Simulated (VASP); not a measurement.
# CoSi (P2_12_12_1) in VASP: a series of runs

CoSi is run at these levels: PBEsol; tasks: single point.

All numbers are computed with VASP 6.6.1; they aren't measurements. Logs are shortened: lines on timing, memory, paths and dates and some standing lists are left out, and cuts for length are marked.

## (1) The cell of the first run

Symmetry: P2_12_12_1, No. 19, orthorhombic system. Conventional cell: a = 4.221 Å, b = 4.386 Å, c = 4.550 Å, α = 90.00°, β = 90.00°, γ = 90.00°. Co (site symmetry 1) has 7 Si at 2.24 to 2.47 Å and 6 Co at 2.64 to 2.74 Å within 3.0 Å. Within 3.0 Å of Si (site symmetry 1) lie 7 Co at 2.24 to 2.47 Å and 6 Si at 2.66 to 2.76 Å.

## (2) Single point, PBEsol (strain -0.0375 x Voigt [1, -1, 0, 0, 0, 0])

File INCAR:

```
ALGO = Fast
EDIFF = 1E-7
ENCUT = 520
GGA = PS
ISIF = 2
ISMEAR = 0
LASPH = T
LCHARG = T
LELF = T
LREAL = F
LVHAR = T
LWAVE = F
NBANDS = 36
NELM = 80
PREC = Accurate
SIGMA = 0.15
```

File KPOINTS:

```
k-points
0
Gamma
  10 10 10
```

File POSCAR:

```
CoSi
1.0
    4.2213570654      0.0000000000      0.0000000000
    0.0000000000      4.5502939796      0.0000000000
    0.0000000000      0.0000000000      4.3858255225
Co Si
4 4
Direct
    0.1456446743      0.1456446743      0.1456446743
    0.3543553257      0.8543553257      0.6456446743
    0.6456446743      0.3543553257      0.8543553257
    0.8543553257      0.6456446743      0.3543553257
    0.8433288496      0.8433288496      0.8433288496
    0.6566711504      0.1566711504      0.3433288496
    0.3433288496      0.6566711504      0.1566711504
    0.1566711504      0.3433288496      0.6566711504
```

Potentials or basis: VASP PAW PBE potentials, release 64 (Co, Si).

Command:

```bash
> cat potpaw_PBE.64/Co/POTCAR potpaw_PBE.64/Si/POTCAR > POTCAR
> mpirun -np 1 vasp_std > vasp.out
```

OUTCAR:

```text
EDIFF = 1E-7
   ENCUT = 520
   GGA = PS
   ISIF = 2
   ISMEAR = 0
   LASPH = T
   LREAL = F
   NELM = 80
   PREC = Accurate

 ion  position               nearest neighbor table
   1  0.146  0.146  0.146-   6 2.24   5 2.30   6 2.33   8 2.33   7 2.38   8 2.42   7 2.47   3 2.64
                             3 2.64   2 2.71   2 2.71   4 2.74   4 2.74
   2  0.354  0.854  0.646-   5 2.24   6 2.30   5 2.33   7 2.33   8 2.38   7 2.42   8 2.47   4 2.64
                             4 2.64   1 2.71   1 2.71   3 2.74   3 2.74
   3  0.646  0.354  0.854-   8 2.24   7 2.30   8 2.33   6 2.33   5 2.38   6 2.42   5 2.47   1 2.64
                             1 2.64   4 2.71   4 2.71   2 2.74   2 2.74
   4  0.854  0.646  0.354-   7 2.24   8 2.30   7 2.33   5 2.33   6 2.38   5 2.42   6 2.47   2 2.64
                             2 2.64   3 2.71   3 2.71   1 2.74   1 2.74
   5  0.843  0.843  0.843-   2 2.24   1 2.30   2 2.33   4 2.33   3 2.38   4 2.42   3 2.47   7 2.66
                             7 2.66   6 2.73   6 2.73   8 2.76   8 2.76
   6  0.657  0.157  0.343-   1 2.24   2 2.30   1 2.33   3 2.33   4 2.38   3 2.42   4 2.47   8 2.66
                             8 2.66   5 2.73   5 2.73   7 2.76   7 2.76
   7  0.343  0.657  0.157-   4 2.24   3 2.30   4 2.33   2 2.33   1 2.38   2 2.42   1 2.47   5 2.66
                             5 2.66   8 2.73   8 2.73   6 2.76   6 2.76
   8  0.157  0.343  0.657-   3 2.24   4 2.30   3 2.33   1 2.33   2 2.38   1 2.42   2 2.47   6 2.66
                             6 2.66   7 2.73   7 2.73   5 2.76   5 2.76

  LATTYP: Found a simple orthorhombic cell.
 ALAT       =     4.2213570654
 B/A-ratio  =     1.0389610390
 C/A-ratio  =     1.0779220779

  Lattice vectors:

 A1 = (  -4.2213570654,   0.0000000000,   0.0000000000)
 A2 = (   0.0000000000,   0.0000000000,   4.3858255225)
 A3 = (   0.0000000000,   4.5502939796,   0.0000000000)

Analysis of symmetry for initial positions (statically):
=====================================================================
 Subroutine PRICEL returns:
 Original cell was already a primitive cell.

 Routine SETGRP: Setting up the symmetry group for a
 simple orthorhombic supercell.

 Subroutine GETGRP returns: Found  4 space group operations
 (whereof  1 operations were pure point group operations)
 out of a pool of  8 trial point group operations.

The static configuration has the point symmetry C_1 .
 The point group associated with its full space group is D_2 .

Analysis of symmetry for dynamics (positions and initial velocities):
=====================================================================
 Subroutine PRICEL returns:
 Original cell was already a primitive cell.

 Routine SETGRP: Setting up the symmetry group for a
 simple orthorhombic supercell.

 Subroutine GETGRP returns: Found  4 space group operations
 (whereof  1 operations were pure point group operations)
 out of a pool of  8 trial point group operations.

The dynamic configuration has the point symmetry C_1 .
 The point group associated with its full space group is D_2 .

 Subroutine INISYM returns: Found  4 space group operations
 (whereof  1 operations are pure point group operations),
 and found     1 'primitive' translations

----------------------------------------------------------------------------------------

                                     Primitive cell

  volume of cell :      84.2448

  direct lattice vectors                    reciprocal lattice vectors
     4.221357065  0.000000000  0.000000000     0.236890645  0.000000000  0.000000000
     0.000000000  4.550293980  0.000000000     0.000000000  0.219766020  0.000000000
     0.000000000  0.000000000  4.385825523     0.000000000  0.000000000  0.228007246

  length of vectors
     4.221357065  4.550293980  4.385825523     0.236890645  0.219766020  0.228007246

  position of ions in fractional coordinates (direct lattice)
     0.145644674  0.145644674  0.145644674
     0.354355326  0.854355326  0.645644674
     0.645644674  0.354355326  0.854355326
     0.854355326  0.645644674  0.354355326
     0.843328850  0.843328850  0.843328850
     0.656671150  0.156671150  0.343328850
     0.343328850  0.656671150  0.156671150
     0.156671150  0.343328850  0.656671150

  ion indices of the primitive-cell ions
   primitive index   ion index
                 1           1
                 2           2
                 3           3
                 4           4
                 5           5
                 6           6
                 7           7
                 8           8

----------------------------------------------------------------------------------------

 KPOINTS: k-points

Automatic generation of k-mesh.
 Grid dimensions read from file:
 generate k-points for:   10   10   10

 Generating k-lattice:

  Cartesian coordinates                     Fractional coordinates (reciprocal lattice)
     0.023689065  0.000000000  0.000000000     0.100000000  0.000000000  0.000000000
     0.000000000  0.021976602  0.000000000     0.000000000  0.100000000  0.000000000
     0.000000000  0.000000000  0.022800725     0.000000000  0.000000000  0.100000000

  Length of vectors
     0.023689065  0.021976602  0.022800725

  Shift w.r.t. Gamma in fractional coordinates (k-lattice)
     0.000000000  0.000000000  0.000000000

 Subroutine IBZKPT returns following result:
 ===========================================

 Found    216 irreducible k-points:

 Following reciprocal coordinates:
            Coordinates               Weight
  0.000000  0.000000  0.000000      1.000000
  0.100000  0.000000  0.000000      2.000000
  0.200000  0.000000  0.000000      2.000000
  0.300000  0.000000  0.000000      2.000000
  0.400000  0.000000  0.000000      2.000000
  0.500000  0.000000  0.000000      1.000000
[... 16 lines left out ...]
  0.400000  0.300000  0.000000      4.000000
  0.500000  0.300000  0.000000      2.000000
 [... further k-points ...]
   k-points           NKPTS =    216   k-points in BZ     NKDIM =    216   number of bands    NBANDS=     36
   number of dos      NEDOS =    301   number of ions     NIONS =      8
   total plane-waves  NPLWV =  41472
   dimension x,y,z NGX =    32 NGY =   36 NGZ =   36
   dimension x,y,z NGXF=    64 NGYF=   72 NGZF=   72
   ions per type =               4   4
   NGX,Y,Z   is equivalent  to a cutoff of  12.60, 13.15, 13.65 a.u.
   NGXF,Y,Z  is equivalent  to a cutoff of  25.20, 26.31, 27.29 a.u.
 SYSTEM =  unknown system
   PREC   = accura    normal or accurate (medium, high low for compatibility)
   ISTART =      0    job   : 0-new  1-cont  2-samecut
   ICHARG =      2    charge: 1-file 2-atom 10-const
   ISPIN  =      1    spin polarized calculation?
   LNONCOLLINEAR =      F non collinear calculations
   LSORBIT =      F    spin-orbit coupling
   LASPH  =      T    aspherical Exc in radial PAW
   ENCUT  =  520.0 eV  38.22 Ry    6.18 a.u.   7.85  8.46  8.15*2*pi/ulx,y,z
   NELM   =     80;   NELMIN=  2; NELMDL= -5     # of ELM steps
   EDIFF  = 0.1E-06   stopping-criterion for ELM
   LREAL  =      F    real-space projection
   EDIFFG = 0.1E-05   stopping-criterion for IOM
   NSW    =      0    number of steps for IOM
   IBRION =     -1    ionic relax: 0-MD 1-quasi-New 2-CG
   NFREE  =      0    steps in history (QN), initial steepest desc. (CG)
   ISIF   =      2    stress and relaxation
   ISYM   =      2    0-nonsym 1-usesym 2-fastsym
   POTIM  = 0.5000    time-step for ionic-motion
   TEBEG  =    0.0;   TEEND  =   0.0 temperature during run
   PSTRESS=    0.0 pullay stress
   NELECT =      52.0000    total number of electrons
   NUPDOWN=      -1.0000    fix difference up-down
   EMIN   =  10.00;   EMAX   =-10.00  energy-range for DOS
   EFERMI =   0.00;   METHOD = LEGACY
   ISMEAR =     0;   SIGMA  =   0.15  broadening in eV -4-tet -1-fermi 0-gaus
   EFERMI_NEDOS =   21; number of points for ismear=-14 and -15
   IALGO  =     68    algorithm
   IMIX   =      4    mixing-type and parameters
     AMIX     =   0.40;   BMIX     =  1.00
     AMIX_MAG =   1.60;   BMIX_MAG =  1.00
  volume/ion in A,a.u.               =      10.53        71.06
  Fermi-wavevector in a.u.,A,eV,Ry     =   1.393889  2.634069 26.435135  1.942928
  Thomas-Fermi vector in A             =   2.517492
   LORBIT       =      0    0 simple, 1 ext, 2 COOP (PROOUT), +10 PAW based schemes
   GGA     = PS    functional components
   LHFCALC =     F    Hartree Fock is set to
   AEXX    =    0.0000 exact exchange contribution
   IVDW    =     0    specifies the selected vdW correction
   LEPSILON=     F    determine dielectric tensor
   LRPA    =     F    only Hartree local field effects (RPA)
 non-spin polarized calculation
 RMM-DIIS sequential band-by-band and
 Gauss-broadening in eV      SIGMA  =   0.15
  energy-cutoff  :      520.00
  volume of cell :       84.24
 maximum number of plane-waves:      2296
 NGX is ok and might be reduce to    32
   NGX = 15   NGY = 17   NGZ = 17

 number of electron      51.9999999 magnetization

 Free energy of the ion-electron system (eV)
  ---------------------------------------------------
  ext. energy  EPLUGINS =         0.00000000
  ---------------------------------------------------
  free energy    TOTEN  =       -59.63737567 eV

  energy without entropy =      -59.62058999  energy(sigma->0) =      -59.62898283

 E-fermi :  12.5190     XC(G=0): -13.1341

 val. band max:       12.5060567683   @ k =   0.5000   0.4000   0.4000
 cond. band min:      12.5403062696   @ k =   0.4000   0.4000   0.5000
 fundamental gap:      0.0342495012
 Fermi energy:        12.5189520961

 k-point     1 :       0.0000    0.0000    0.0000
  band No.  band energies     occupation
      1      -1.4434      2.00000
      2       3.8376      2.00000
      3       4.2488      2.00000
      4       4.3611      2.00000
      5       6.7769      2.00000
      6       6.7797      2.00000
[... 28 lines left out ...]
     35      16.3346      0.00000
     36      17.5388      0.00000

 k-point     2 :       0.1000    0.0000    0.0000
  band No.  band energies     occupation
      1      -1.3605      2.00000
      2       3.7653      2.00000
      3       3.8933      2.00000
      4       4.7061      2.00000
      5       6.4253      2.00000
      6       6.8378      2.00000
[... 28 lines left out ...]
     35      16.6492      0.00000
     36      17.9027      0.00000

 k-point     3 :       0.2000    0.0000    0.0000
  band No.  band energies     occupation
      1      -1.1135      2.00000
      2       3.0382      2.00000
      3       4.0581      2.00000
      4       5.0607      2.00000
      5       6.1514      2.00000
      6       6.9898      2.00000
[... 28 lines left out ...]
     35      17.1965      0.00000
     36      17.8228      0.00000

 k-point     4 :       0.3000    0.0000    0.0000
  band No.  band energies     occupation
      1      -0.7077      2.00000
      2       2.1900      2.00000
      3       4.3237      2.00000
      4       5.3903      2.00000
      5       6.0105      2.00000
      6       7.1061      2.00000
[... 28 lines left out ...]
     35      17.1845      0.00000
     36      18.4047      0.00000

 k-point     5 :       0.4000    0.0000    0.0000
  band No.  band energies     occupation
      1      -0.1528      2.00000
      2       1.3307      2.00000
      3       4.6735      2.00000
      4       5.4197      2.00000
      5       6.1018      2.00000
      6       6.8899      2.00000
[... 655 lines left out ...]
 k-point    22 :       0.3000    0.3000    0.0000
  band No.  band energies     occupation
      1      -0.0997      2.00000
      2       2.1172      2.00000
      3       3.1739      2.00000
      4       4.9153      2.00000
      5       6.4222      2.00000
      6       6.6144      2.00000
[... 28 lines left out ...]
     35      16.9017      0.00000
     36      17.8322      0.00000

 k-point    23 :       0.4000    0.3000    0.0000
  band No.  band energies     occupation
      1       0.4343      2.00000
      2       1.7669      2.00000
      3       3.1455      2.00000
      4       4.2581      2.00000
      5       6.7730      2.00000
      6       6.8473      2.00000
[... 28 lines left out ...]
     35      17.7932      0.00000
     36      19.0886      0.00000

 k-point    24 :       0.5000    0.3000    0.0000
  band No.  band energies     occupation
      1       1.0827      2.00000
      2       1.0827      2.00000
      3       3.6272      2.00000
      4       3.6272      2.00000
      5       7.0378      2.00000
      6       7.0378      2.00000
[... 28 lines left out ...]
     35      19.1552      0.00000
     36      19.1552      0.00000

 [... further k-points ...]

------------------------ aborting loop because EDIFF is reached ----------------------------------------

  FORCE on cell =-STRESS in cart. coord.  units (eV):
  Direction    XX          YY          ZZ          XY          YZ          ZX
  --------------------------------------------------------------------------------------
  -------------------------------------------------------------------------------------
  Total        6.4123854     -4.0611487      0.3067030      0.0000000      0.0000000      0.0000000
  in kB      121.9515435    -77.2354311      5.8329168      0.0000000      0.0000000      0.0000000
  external PRESSURE =      16.8496764 kB  Pullay stress =       0.0000000 kB

 VOLUME and BASIS-vectors are now :
 -----------------------------------------------------------------------------
  energy-cutoff  :      520.00
  volume of cell :       84.24
      direct lattice vectors                 reciprocal lattice vectors
     4.221357065  0.000000000  0.000000000     0.236890645  0.000000000  0.000000000
     0.000000000  4.550293980  0.000000000     0.000000000  0.219766020  0.000000000
     0.000000000  0.000000000  4.385825523     0.000000000  0.000000000  0.228007246

 POSITION                                       TOTAL-FORCE (eV/Angst)
 -----------------------------------------------------------------------------------
      0.61482      0.66273      0.63877         0.077843     -0.093936     -0.020154
      1.49586      3.88757      2.83168        -0.077843      0.093936     -0.020154
      2.72550      1.61242      3.74705         0.077843      0.093936      0.020154
      3.60654      2.93787      1.55414        -0.077843     -0.093936      0.020154
      3.55999      3.83739      3.69869         0.088092     -0.081192      0.096803
      2.77204      0.71290      1.50578        -0.088092      0.081192      0.096803
      1.44931      2.98805      0.68713         0.088092      0.081192     -0.096803
      0.66136      1.56225      2.88005        -0.088092     -0.081192     -0.096803
 -----------------------------------------------------------------------------------
    total drift:                               -0.000000      0.000000      0.000000

  FREE ENERGIE OF THE ION-ELECTRON SYSTEM (eV)
  ---------------------------------------------------
  free  energy   TOTEN  =       -59.6373756714 eV

  energy  without entropy=      -59.6205899921  energy(sigma->0) =      -59.62898283
```

Wall time 7.9 min (1 thread of Oxide Virtual Turin-like, shared host); peak memory 0.53 GiB.

Results:

* Free energy: -59.6374 eV
* Pressure: 1.7 GPa
* Largest force: 0.154 eV/Å
* Band gap on the k mesh: zero (bands 26 and 27 overlap by 0.24 eV)

Forces in eV/Å, atoms in the order of the input:
```
Co   0.078 -0.094 -0.020
Co  -0.078  0.094 -0.020
Co   0.078  0.094  0.020
Co  -0.078 -0.094  0.020
Si   0.088 -0.081  0.097
Si  -0.088  0.081  0.097
Si   0.088  0.081 -0.097
Si  -0.088 -0.081 -0.097
```

Caveat: the cell differs from its parent crystal (strain -0.0375 x Voigt [1, -1, 0, 0, 0, 0]); the stress differs along the axes, from -8 to 12 GPa; the PAW data sets were made with another functional, which shifts forces and pressure a little; the run has no spin polarisation, though such a crystal can be magnetic. Spin polarisation is off, so any magnetic state and its effect on volume and gap are missing.

## (3) Single point, PBEsol (strain +0.1312 x Voigt [1, -1, 0, 0, 0, 0])

File INCAR:

```
SYSTEM = CoSi
  PREC = Accurate
  ENCUT = 520
  EDIFF = 1E-7
  ISMEAR = 0
  SIGMA = 0.15
  LREAL = .FALSE.
  LASPH = .TRUE.
  NELM = 60
  ALGO = Fast
  ISIF = 2
  LWAVE = .FALSE.
  LCHARG = .FALSE.
  GGA = PS
  NBANDS = 36
```

File KPOINTS:

```
Automatic mesh
0
G
  10 10 10
  0 0 0
```

Changes to POSCAR since step 2:

```diff
@@ -2,4 +2,4 @@
 1.0
-    4.2213570654      0.0000000000      0.0000000000
-    0.0000000000      4.5502939796      0.0000000000
+    4.9612458311      0.0000000000      0.0000000000
+    0.0000000000      3.8104052139      0.0000000000
     0.0000000000      0.0000000000      4.3858255225
```

Potentials or basis: VASP PAW PBE potentials, release 64 (Co, Si).

Command:

```bash
> cat potpaw_PBE.64/Co/POTCAR potpaw_PBE.64/Si/POTCAR > POTCAR
> mpirun -np 1 vasp_std > vasp.out
```

It took 21 min on 1 thread of Oxide Virtual Turin-like, shared host; peak memory 0.53 GiB.

It converged, with:

```
Free energy            : -57.4719 eV
Pressure               : 17.0 GPa
Largest force          : 0.767 eV/Å
Band gap on the k mesh : zero (bands 26 and 27 overlap by 0.61 eV)
```

Forces in eV/Å, atoms in the order of the input:
```
Co  -0.697  0.221 -0.213
Co   0.697 -0.221 -0.213
Co  -0.697 -0.221  0.213
Co   0.697  0.221  0.213
Si   0.584  0.422  0.264
Si  -0.584 -0.422  0.264
Si   0.584 -0.422 -0.264
Si  -0.584  0.422 -0.264
```

Stress tensor (GPa, compression positive):
```
-8.34  0.00  0.00
 0.00 55.55  0.00
 0.00  0.00  3.78
```

Levels at points of the mesh, in eV from the Fermi level:
```
           k point  band 24  band 25  band 26  band 27  band 28  band 29
(0.00, 0.00, 0.00)    -0.61    -0.42    -0.09    -0.05     2.16     2.44
(0.50, 0.00, 0.00)    -0.83    -0.23    -0.23     1.16     1.16     1.96
(0.00, 0.50, 0.00)    -1.18    -0.77    -0.77     0.82     0.82     1.24
(0.50, 0.50, 0.00)    -1.27    -0.23    -0.23     0.63     0.63     2.18
(0.00, 0.00, 0.50)    -0.75    -0.59    -0.59     0.31     0.31     2.48
(0.50, 0.00, 0.50)    -0.93     0.23     0.23     1.08     1.08     2.26
(0.00, 0.50, 0.50)    -1.60    -0.30    -0.30     0.08     0.08     1.46
(0.50, 0.50, 0.50)    -1.25    -0.38    -0.38    -0.38    -0.38     4.09
```

Caveat: the cell differs from its parent crystal (strain +0.1312 x Voigt [1, -1, 0, 0, 0, 0]); the stress differs along the axes, from -8 to 56 GPa; the PAW data sets were made with another functional, which shifts forces and pressure a little; the run has no spin polarisation, though such a crystal can be magnetic.

[end of part 1 of 2]

The gap in the log of VASP goes by the Fermi energy; the results here count the filled bands.